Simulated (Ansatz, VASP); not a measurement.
# GaO in VASP and in Ansatz

INCAR

```
PREC = Accurate ; ENCUT = 520
EDIFF = 1E-6 ; ISMEAR = 0
SIGMA = 0.1 ; LREAL = F
LASPH = T ; NELM = 150
ALGO = Normal ; ISIF = 2
LWAVE = F ; LCHARG = T
ISPIN = 2 ; MAGMOM = 0 1
LORBIT = 11 ; GGA = PE
LELF = T ; LVHAR = T
NBANDS = 20
```

Contents of KPOINTS:

```
Automatic mesh
0
Gamma
  6 6 6
```

File POSCAR:

```
GaO
1.0
    3.2565766400      0.0000000000      0.0000000000
    0.0000000000      3.2565766400      0.0000000000
    0.0000000000      0.0000000000      3.2565766400
Ga O
1 1
Direct
    0.5000000000      0.5000000000      0.5000000000
    0.0000000000      0.0000000000      0.0000000000
```

Input for Ansatz:

```yaml
crystal:
  lattice:
    - [3.25657664, 0.0, 0.0]
    - [0.0, 3.25657664, 0.0]
    - [0.0, 0.0, 3.25657664]
  atoms:
    - { symbol: Ga, position: [0.5, 0.5, 0.5] }
    - { symbol: O, position: [0.0, 0.0, 0.0], spin: 1.0 }
basis:
  ecutwfc: 420
kpoints:
  mp_grid: { grid: [6, 6, 6] }
hamiltonian:
  xc: pbe
scf:
  occupations: { method: gaussian, width: 0.1 }
  lower_state_search: "off"
output:
  forces: true
  stress: true
  eigenvalues: true
  populations: true
magnetization:
  spin_polarized: true
```

Change from the starting cell: species swapped into the TbMg type (Pm-3m, No. 221).

Alike in both runs: task single point; functional PBE; k mesh 6 × 6 × 6; occupations gaussian, width 0.1 eV; collinear spin.

```csv
,VASP,Ansatz
version,VASP 6.6.1,Ansatz 0.2.0
potentials or method,"VASP PAW PBE potentials, release 64 (Ga_d, O), cutoff 520 eV","scalar-relativistic, plane waves, PAW"
valence electrons in the cell,19,19
```

```csv
,VASP,Ansatz,Ansatz less VASP
gap on the k mesh at the Fermi level (eV),none,none,-
pressure (GPa),-17.4,-17.3,+0.08
net moment per atom (μB),0.00,0.00,0.000
```

A gap of «none» marks a metal or a gap that the smearing closes. The functional is the same, so the differences come from potentials, cutoffs and numerics. Ansatz's warnings: seeded moment not kept.
